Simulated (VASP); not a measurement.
# Sn3Ir (Pm-3m) in VASP: a series of runs

Sn3Ir is run at these levels: PBE; tasks: single point, relaxation of cell and atoms.

All numbers are computed with VASP 6.6.1; they aren't measurements. Logs are shortened: lines on timing, memory, paths and dates and some standing lists are left out, and cuts for length are marked.

### Step 1. The cell of the first run

The structure is cubic, space group Pm-3m (No. 221). Conventional cell: a = 4.465 Å, b = 4.465 Å, c = 4.465 Å, α = 90.00°, β = 90.00°, γ = 90.00°. Sn (site symmetry 4/mmm) has 8 Sn at 3.16 Å and 4 Ir at 3.16 Å within 4.2 Å. Ir (site symmetry m-3m) has 12 Sn at 3.16 Å within 4.2 Å.

### Step 2. Single point, PBE

Contents of INCAR:

```
SYSTEM = Sn3Ir
ALGO = Fast
EDIFF = 1E-6
ENCUT = 520
GGA = PE
ISIF = 2
ISMEAR = 0
LASPH = .True.
LCHARG = .True.
LELF = .True.
LREAL = .False.
LVHAR = .True.
LWAVE = .False.
NBANDS = 34
NELM = 100
PREC = Accurate
SIGMA = 0.1
```

Contents of KPOINTS:

```
k-points
0
Gamma
  10 10 10
  0 0 0
```

Contents of POSCAR:

```
Sn3Ir
1.0
    4.4652329615      0.0000000000      0.0000000000
    0.0000000000      4.4652329615      0.0000000000
    0.0000000000      0.0000000000      4.4652329615
Sn Ir
3 1
Direct
    0.0000000000      0.5000000000      0.5000000000
    0.5000000000      0.0000000000      0.5000000000
    0.5000000000      0.5000000000      0.0000000000
    0.0000000000      0.0000000000      0.0000000000
```

Potentials or basis: VASP PAW PBE potentials, release 64 (Sn_d, Ir).

On the command line:

```sh
cat potpaw_PBE.64/Sn_d/POTCAR potpaw_PBE.64/Ir/POTCAR > POTCAR
mpirun -np 1 vasp_std > vasp.out
```

OUTCAR:

```text
SYSTEM = Sn3Ir
   EDIFF = 1E-6
   ENCUT = 520
   GGA = PE
   ISIF = 2
   ISMEAR = 0
   LASPH = .True.
   LREAL = .False.
   NELM = 100
   PREC = Accurate

 ion  position               nearest neighbor table
   1  0.000  0.500  0.500-   2 3.16   3 3.16   4 3.16   3 3.16   4 3.16   2 3.16   4 3.16   4 3.16
                             2 3.16   3 3.16   3 3.16   2 3.16
   2  0.500  0.000  0.500-   1 3.16   3 3.16   4 3.16   3 3.16   4 3.16   1 3.16   3 3.16   3 3.16
                             1 3.16   4 3.16   4 3.16   1 3.16
   3  0.500  0.500  0.000-   1 3.16   2 3.16   4 3.16   1 3.16   2 3.16   2 3.16   4 3.16   2 3.16
                             1 3.16   4 3.16   1 3.16   4 3.16
   4  0.000  0.000  0.000-   1 3.16   2 3.16   3 3.16   1 3.16   2 3.16   1 3.16   3 3.16   1 3.16
                             2 3.16   3 3.16   2 3.16   3 3.16

  LATTYP: Found a simple cubic cell.
 ALAT       =     4.4652329615

  Lattice vectors:

 A1 = (   4.4652329615,   0.0000000000,   0.0000000000)
 A2 = (   0.0000000000,   4.4652329615,   0.0000000000)
 A3 = (   0.0000000000,   0.0000000000,   4.4652329615)

Analysis of symmetry for initial positions (statically):
=====================================================================
 Subroutine PRICEL returns:
 Original cell was already a primitive cell.

 Routine SETGRP: Setting up the symmetry group for a
 simple cubic supercell.

 Subroutine GETGRP returns: Found 48 space group operations
 (whereof 48 operations were pure point group operations)
 out of a pool of 48 trial point group operations.

The static configuration has the point symmetry O_h .

Analysis of symmetry for dynamics (positions and initial velocities):
=====================================================================
 Subroutine PRICEL returns:
 Original cell was already a primitive cell.

 Routine SETGRP: Setting up the symmetry group for a
 simple cubic supercell.

 Subroutine GETGRP returns: Found 48 space group operations
 (whereof 48 operations were pure point group operations)
 out of a pool of 48 trial point group operations.

The dynamic configuration has the point symmetry O_h .

 Subroutine INISYM returns: Found 48 space group operations
 (whereof 48 operations are pure point group operations),
 and found     1 'primitive' translations

----------------------------------------------------------------------------------------

                                     Primitive cell

  volume of cell :      89.0292

  direct lattice vectors                    reciprocal lattice vectors
     4.465232961  0.000000000  0.000000000     0.223952481  0.000000000  0.000000000
     0.000000000  4.465232961  0.000000000     0.000000000  0.223952481  0.000000000
     0.000000000  0.000000000  4.465232961     0.000000000  0.000000000  0.223952481

  length of vectors
     4.465232961  4.465232961  4.465232961     0.223952481  0.223952481  0.223952481

  position of ions in fractional coordinates (direct lattice)
     0.000000000  0.500000000  0.500000000
     0.500000000  0.000000000  0.500000000
     0.500000000  0.500000000  0.000000000
     0.000000000  0.000000000  0.000000000

  ion indices of the primitive-cell ions
   primitive index   ion index
                 1           1
                 2           2
                 3           3
                 4           4

----------------------------------------------------------------------------------------

 KPOINTS: k-points

Automatic generation of k-mesh.
 Grid dimensions read from file:
 generate k-points for:   10   10   10

 Generating k-lattice:

  Cartesian coordinates                     Fractional coordinates (reciprocal lattice)
     0.022395248  0.000000000  0.000000000     0.100000000  0.000000000  0.000000000
     0.000000000  0.022395248  0.000000000     0.000000000  0.100000000  0.000000000
     0.000000000  0.000000000  0.022395248     0.000000000  0.000000000  0.100000000

  Length of vectors
     0.022395248  0.022395248  0.022395248

  Shift w.r.t. Gamma in fractional coordinates (k-lattice)
     0.000000000  0.000000000  0.000000000

 Subroutine IBZKPT returns following result:
 ===========================================

 Found     56 irreducible k-points:

 Following reciprocal coordinates:
            Coordinates               Weight
  0.000000  0.000000  0.000000      1.000000
  0.100000  0.000000  0.000000      6.000000
  0.200000  0.000000  0.000000      6.000000
  0.300000  0.000000  0.000000      6.000000
  0.400000  0.000000  0.000000      6.000000
  0.500000  0.000000  0.000000      3.000000
[... 16 lines left out ...]
  0.200000  0.100000  0.100000     24.000000
  0.300000  0.100000  0.100000     24.000000
 [... further k-points ...]
   k-points           NKPTS =     56   k-points in BZ     NKDIM =     56   number of bands    NBANDS=     34
   number of dos      NEDOS =    301   number of ions     NIONS =      4
   total plane-waves  NPLWV =  46656
   dimension x,y,z NGX =    36 NGY =   36 NGZ =   36
   dimension x,y,z NGXF=    72 NGYF=   72 NGZF=   72
   ions per type =               3   1
   NGX,Y,Z   is equivalent  to a cutoff of  13.40, 13.40, 13.40 a.u.
   NGXF,Y,Z  is equivalent  to a cutoff of  26.81, 26.81, 26.81 a.u.
 SYSTEM =  Sn3Ir
   PREC   = accura    normal or accurate (medium, high low for compatibility)
   ISTART =      0    job   : 0-new  1-cont  2-samecut
   ICHARG =      2    charge: 1-file 2-atom 10-const
   ISPIN  =      1    spin polarized calculation?
   LNONCOLLINEAR =      F non collinear calculations
   LSORBIT =      F    spin-orbit coupling
   LASPH  =      T    aspherical Exc in radial PAW
   ENCUT  =  520.0 eV  38.22 Ry    6.18 a.u.   8.30  8.30  8.30*2*pi/ulx,y,z
   NELM   =    100;   NELMIN=  2; NELMDL= -5     # of ELM steps
   EDIFF  = 0.1E-05   stopping-criterion for ELM
   LREAL  =      F    real-space projection
   EDIFFG = 0.1E-04   stopping-criterion for IOM
   NSW    =      0    number of steps for IOM
   IBRION =     -1    ionic relax: 0-MD 1-quasi-New 2-CG
   NFREE  =      0    steps in history (QN), initial steepest desc. (CG)
   ISIF   =      2    stress and relaxation
   ISYM   =      2    0-nonsym 1-usesym 2-fastsym
   POTIM  = 0.5000    time-step for ionic-motion
   TEBEG  =    0.0;   TEEND  =   0.0 temperature during run
   PSTRESS=    0.0 pullay stress
   NELECT =      51.0000    total number of electrons
   NUPDOWN=      -1.0000    fix difference up-down
   EMIN   =  10.00;   EMAX   =-10.00  energy-range for DOS
   EFERMI =   0.00;   METHOD = LEGACY
   ISMEAR =     0;   SIGMA  =   0.10  broadening in eV -4-tet -1-fermi 0-gaus
   EFERMI_NEDOS =   21; number of points for ismear=-14 and -15
   IALGO  =     68    algorithm
   IMIX   =      4    mixing-type and parameters
     AMIX     =   0.40;   BMIX     =  1.00
     AMIX_MAG =   1.60;   BMIX_MAG =  1.00
  volume/ion in A,a.u.               =      22.26       150.20
  Fermi-wavevector in a.u.,A,eV,Ry     =   1.359630  2.569328 25.151648  1.848594
  Thomas-Fermi vector in A             =   2.486362
   LORBIT       =      0    0 simple, 1 ext, 2 COOP (PROOUT), +10 PAW based schemes
   GGA     = PE    functional components
   LHFCALC =     F    Hartree Fock is set to
   AEXX    =    0.0000 exact exchange contribution
   IVDW    =     0    specifies the selected vdW correction
   LEPSILON=     F    determine dielectric tensor
   LRPA    =     F    only Hartree local field effects (RPA)
 non-spin polarized calculation
 RMM-DIIS sequential band-by-band and
 Gauss-broadening in eV      SIGMA  =   0.10
  energy-cutoff  :      520.00
  volume of cell :       89.03
 maximum number of plane-waves:      2440
 NGX is ok and might be reduce to    36
   NGX = 17   NGY = 17   NGZ = 17

 number of electron      50.9999982 magnetization

 Free energy of the ion-electron system (eV)
  ---------------------------------------------------
  ext. energy  EPLUGINS =         0.00000000
  ---------------------------------------------------
  free energy    TOTEN  =       -19.01143238 eV

  energy without entropy =      -18.99831428  energy(sigma->0) =      -19.00487333

 E-fermi :   9.0693     XC(G=0): -11.3312

 val. band max:        9.0421434079   @ k =   0.3000   0.3000   0.0000
 cond. band min:       9.0939479419   @ k =   0.2000   0.1000   0.0000
 fundamental gap:      0.0518045340
 Fermi energy:         9.0692684261

 k-point     1 :       0.0000    0.0000    0.0000
  band No.  band energies     occupation
      1     -12.6931      2.00000
      2     -12.6931      2.00000
      3     -12.6931      2.00000
      4     -12.6771      2.00000
      5     -12.5139      2.00000
      6     -12.5139      2.00000
[... 26 lines left out ...]
     33      13.9657      0.00000
     34      17.7387      0.00000

 k-point     2 :       0.1000    0.0000    0.0000
  band No.  band energies     occupation
      1     -12.6919      2.00000
      2     -12.6839      2.00000
      3     -12.6839      2.00000
      4     -12.6707      2.00000
      5     -12.5130      2.00000
      6     -12.5085      2.00000
[... 26 lines left out ...]
     33      13.7276      0.00000
     34      17.6583      0.00000

 k-point     3 :       0.2000    0.0000    0.0000
  band No.  band energies     occupation
      1     -12.6887      2.00000
      2     -12.6568      2.00000
      3     -12.6568      2.00000
      4     -12.6524      2.00000
      5     -12.5104      2.00000
      6     -12.4930      2.00000
[... 26 lines left out ...]
     33      13.6009      0.00000
     34      17.4877      0.00000
[... 704 lines left out ...]
 k-point    23 :       0.2000    0.1000    0.1000
  band No.  band energies     occupation
      1     -12.6751      2.00000
      2     -12.6556      2.00000
      3     -12.6482      2.00000
      4     -12.6330      2.00000
      5     -12.5021      2.00000
      6     -12.4882      2.00000
[... 26 lines left out ...]
     33      14.0526      0.00000
     34      17.3304      0.00000

 k-point    24 :       0.3000    0.1000    0.1000
  band No.  band energies     occupation
      1     -12.6698      2.00000
      2     -12.6279      2.00000
      3     -12.6107      2.00000
      4     -12.5976      2.00000
      5     -12.5003      2.00000
      6     -12.4657      2.00000
[... 26 lines left out ...]
     33      14.3664      0.00000
     34      16.5816      0.00000

 [... further k-points ...]
[... 5 lines left out ...]
  --------------------------------------------------------------------------------------
  -------------------------------------------------------------------------------------
  Total       -0.0316477     -0.0316477     -0.0316477     -0.0000000     -0.0000000      0.0000000
  in kB       -0.5695349     -0.5695349     -0.5695349     -0.0000000     -0.0000000      0.0000000
  external PRESSURE =      -0.5695349 kB  Pullay stress =       0.0000000 kB

 VOLUME and BASIS-vectors are now :
 -----------------------------------------------------------------------------
  energy-cutoff  :      520.00
  volume of cell :       89.03
      direct lattice vectors                 reciprocal lattice vectors
     4.465232961  0.000000000  0.000000000     0.223952481  0.000000000  0.000000000
     0.000000000  4.465232961  0.000000000     0.000000000  0.223952481  0.000000000
     0.000000000  0.000000000  4.465232961     0.000000000  0.000000000  0.223952481

 POSITION                                       TOTAL-FORCE (eV/Angst)
 -----------------------------------------------------------------------------------
      0.00000      2.23262      2.23262         0.000000      0.000000      0.000000
      2.23262      0.00000      2.23262         0.000000      0.000000      0.000000
      2.23262      2.23262      0.00000         0.000000      0.000000      0.000000
      0.00000      0.00000      0.00000         0.000000      0.000000      0.000000
 -----------------------------------------------------------------------------------
    total drift:                                0.000000      0.000000      0.000000

  FREE ENERGIE OF THE ION-ELECTRON SYSTEM (eV)
  ---------------------------------------------------
  free  energy   TOTEN  =       -19.0114323783 eV

  energy  without entropy=      -18.9983142772  energy(sigma->0) =      -19.00487333
```

Wall time 2.2 min (1 thread of Intel Xeon Platinum 8124M at 3.00GHz (Skylake/Cascade Lake), shared host); peak memory 0.3 GiB.

What came out:

```yaml
Free_energy: -19.0114 eV
Pressure: -0.1 GPa
Band_gap_on_the_k_mesh: zero (an odd number of electrons rules out a gap without spin polarisation)
```

Levels at points of the mesh, in eV from the Fermi level:
| k point | band 21 | band 22 | band 23 | band 24 | band 25 | band 26 | band 27 | band 28 | band 29 | band 30 |
| --- | --- | --- | --- | --- | --- | --- | --- | --- | --- | --- |
| (0.00, 0.00, 0.00) | -3.33 | -1.51 | -1.51 | -1.51 | -0.32 | -0.27 | -0.27 | 2.95 | 2.95 | 2.95 |
| (0.50, 0.00, 0.00) | -2.91 | -1.55 | -1.49 | -0.20 | -0.20 | 0.09 | 0.58 | 0.58 | 0.79 | 3.50 |
| (0.50, 0.50, 0.00) | -2.62 | -1.33 | -1.25 | -1.23 | 0.15 | 0.55 | 1.22 | 1.22 | 3.11 | 3.11 |
| (0.50, 0.50, 0.50) | -4.05 | -4.05 | -1.78 | -1.08 | -1.08 | -0.29 | -0.29 | -0.29 | 7.25 | 7.25 |

Caveat: spin-orbit coupling is left out, which moves the levels of the heavy elements.

### Step 3. Relaxation of cell and atoms, PBE

This run uses another cell than the first one, of 22.13 Å³/atom.

Contents of INCAR:

```
SYSTEM = Sn3Ir
  PREC = Accurate
  ENCUT = 600
  EDIFF = 1E-6
  ISMEAR = 0
  SIGMA = 0.1
  LREAL = .False.
  LASPH = .True.
  NELM = 60
  ALGO = Fast
  ISIF = 3
  LWAVE = .False.
  LCHARG = .False.
  GGA = PE
  IBRION = 2
  NSW = 100
  EDIFFG = -0.01
```

Contents of KPOINTS:

```
regular mesh
0
Gamma
  10 10 10
  0 0 0
```

Contents of POSCAR:

```
Sn3Ir
1.0
    4.4567383671      0.0000000000      0.0000000000
    0.0000000000      4.4567383671      0.0000000000
    0.0000000000      0.0000000000      4.4567383671
Sn Ir
3 1
Direct
    0.0000000000      0.5000000000      0.5000000000
    0.5000000000      0.0000000000      0.5000000000
    0.5000000000      0.5000000000      0.0000000000
    0.0000000000      0.0000000000      0.0000000000
```

Potentials or basis: VASP PAW PBE potentials, release 64 (Sn_d, Ir).

On the command line:

```sh
cat potpaw_PBE.64/Sn_d/POTCAR potpaw_PBE.64/Ir/POTCAR > POTCAR
mpirun -np 1 vasp_std > vasp.out
```

OUTCAR:

```text
SYSTEM = Sn3Ir
   PREC = Accurate
   ENCUT = 600
   EDIFF = 1E-6
   ISMEAR = 0
   LREAL = .False.
   LASPH = .True.
   NELM = 60
   ISIF = 3
   GGA = PE
   IBRION = 2
   NSW = 100
   EDIFFG = -0.01

 ion  position               nearest neighbor table
   1  0.000  0.500  0.500-   2 3.15   3 3.15   4 3.15   3 3.15   4 3.15   2 3.15   4 3.15   4 3.15
                             2 3.15   3 3.15   3 3.15   2 3.15
   2  0.500  0.000  0.500-   1 3.15   3 3.15   4 3.15   3 3.15   4 3.15   1 3.15   3 3.15   3 3.15
                             1 3.15   4 3.15   4 3.15   1 3.15
   3  0.500  0.500  0.000-   1 3.15   2 3.15   4 3.15   1 3.15   2 3.15   2 3.15   4 3.15   2 3.15
                             1 3.15   4 3.15   1 3.15   4 3.15
   4  0.000  0.000  0.000-   1 3.15   2 3.15   3 3.15   1 3.15   2 3.15   1 3.15   3 3.15   1 3.15
                             2 3.15   3 3.15   2 3.15   3 3.15

  LATTYP: Found a simple cubic cell.
 ALAT       =     4.4567383671

  Lattice vectors:

 A1 = (   4.4567383671,   0.0000000000,   0.0000000000)
 A2 = (   0.0000000000,   4.4567383671,   0.0000000000)
 A3 = (   0.0000000000,   0.0000000000,   4.4567383671)

Analysis of symmetry for initial positions (statically):
[... 183 lines left out ...]

  FORCE on cell =-STRESS in cart. coord.  units (eV):
  Direction    XX          YY          ZZ          XY          YZ          ZX
  --------------------------------------------------------------------------------------
  -------------------------------------------------------------------------------------
  Total        0.2617516      0.2617516      0.2617516     -0.0000000     -0.0000000     -0.0000000
  in kB        4.7374927      4.7374927      4.7374927     -0.0000000     -0.0000000     -0.0000000
  external PRESSURE =       4.7374927 kB  Pullay stress =       0.0000000 kB
[... 63 lines left out ...]
--------------------------------------- Ionic step        3  -------------------------------------------

 number of electron      50.9999982 magnetization

 Free energy of the ion-electron system (eV)
  ---------------------------------------------------
  ext. energy  EPLUGINS =         0.00000000
  ---------------------------------------------------
  free energy    TOTEN  =       -19.01159543 eV

  energy without entropy =      -18.99847681  energy(sigma->0) =      -19.00503612

 E-fermi :   9.0684     XC(G=0): -11.3310

 val. band max:        9.0412523929   @ k =   0.3000   0.3000   0.0000
 cond. band min:       9.0929360638   @ k =   0.2000   0.1000   0.0000
 fundamental gap:      0.0516836709
 Fermi energy:         9.0683577674

 k-point     1 :       0.0000    0.0000    0.0000
  band No.  band energies     occupation
      1     -12.6940      2.00000
      2     -12.6940      2.00000
      3     -12.6940      2.00000
      4     -12.6779      2.00000
      5     -12.5147      2.00000
      6     -12.5147      2.00000
[... 781 lines left out ...]
     29      11.7766      0.00000
     30      12.7292      0.00000

 [... further k-points ...]
[... 5 lines left out ...]
  --------------------------------------------------------------------------------------
  -------------------------------------------------------------------------------------
  Total        0.0064065      0.0064065      0.0064065      0.0000000     -0.0000000     -0.0000000
  in kB        0.1152862      0.1152862      0.1152862      0.0000000     -0.0000000     -0.0000000
  external PRESSURE =       0.1152862 kB  Pullay stress =       0.0000000 kB
[... 19 lines left out ...]
  FREE ENERGIE OF THE ION-ELECTRON SYSTEM (eV)
  ---------------------------------------------------
  free  energy   TOTEN  =       -19.0115954296 eV

  energy  without entropy=      -18.9984768107  energy(sigma->0) =      -19.00503612

 reached required accuracy - stopping structural energy minimisation
```

CONTCAR:

```text
Sn3Ir
   1.00000000000000
     4.4653077613970220    0.0000000000000000   -0.0000000000000000
    -0.0000000000000000    4.4653077613970220   -0.0000000000000000
     0.0000000000000000   -0.0000000000000000    4.4653077613970220
  Sn              Ir
     3     1
Direct
     0.0000000000000000    0.5000000000000000    0.5000000000000000
     0.5000000000000000    0.0000000000000000    0.5000000000000000
     0.5000000000000000    0.5000000000000000    0.0000000000000000
     0.0000000000000000    0.0000000000000000    0.0000000000000000

  0.00000000E+00  0.00000000E+00  0.00000000E+00
  0.00000000E+00  0.00000000E+00  0.00000000E+00
  0.00000000E+00  0.00000000E+00  0.00000000E+00
  0.00000000E+00  0.00000000E+00  0.00000000E+00
```

It took 4.1 min on 1 thread of Intel Xeon Platinum 8124M at 3.00GHz (Skylake/Cascade Lake), shared host; peak memory 0.33 GiB.

What came out:

- Free energy: -19.0116 eV
- Relaxed volume: 22.26 Å³/atom
- Relaxed cell: a = 4.465 Å, b = 4.465 Å, c = 4.465 Å, α = 90.00°, β = 90.00°, γ = 90.00°
- Space group after relaxing (to 0.1 Å): Pm-3m (No. 221)
- Energy gained by relaxing: 0.2 meV/atom
- Ionic steps: 3
- Pressure after relaxing: 0.0 GPa
- Band gap on the k mesh: zero (an odd number of electrons rules out a gap without spin polarisation)

Step by step:
| step | energy change (eV) | largest force (eV/Å) | pressure (GPa) | volume (Å³) |
| --- | --- | --- | --- | --- |
| 1 | 0.0000 | 0.0000 | 0.47 | 88.52 |
| 2 | -0.0005 | 0.0000 | -0.26 | 89.36 |
| 3 | -0.0008 | 0.0000 | 0.01 | 89.03 |

Final structure:
```cif
data_structure
_symmetry_space_group_name_H-M 'P 1'
_symmetry_Int_Tables_number 1
_cell_length_a 4.4653
_cell_length_b 4.4653
_cell_length_c 4.4653
_cell_angle_alpha 90.000
_cell_angle_beta 90.000
_cell_angle_gamma 90.000
_cell_volume 89.03
loop_
_atom_site_label
_atom_site_type_symbol
_atom_site_fract_x
_atom_site_fract_y
_atom_site_fract_z
_atom_site_occupancy
Sn1 Sn 0.00000 0.50000 0.50000 1
Sn2 Sn 0.50000 0.00000 0.50000 1
Sn3 Sn 0.50000 0.50000 0.00000 1
Ir1 Ir 0.00000 0.00000 0.00000 1
```

Caveat: spin-orbit coupling is left out, which moves the levels of the heavy elements.

The gap in the log of VASP goes by the Fermi energy; the results here count the filled bands.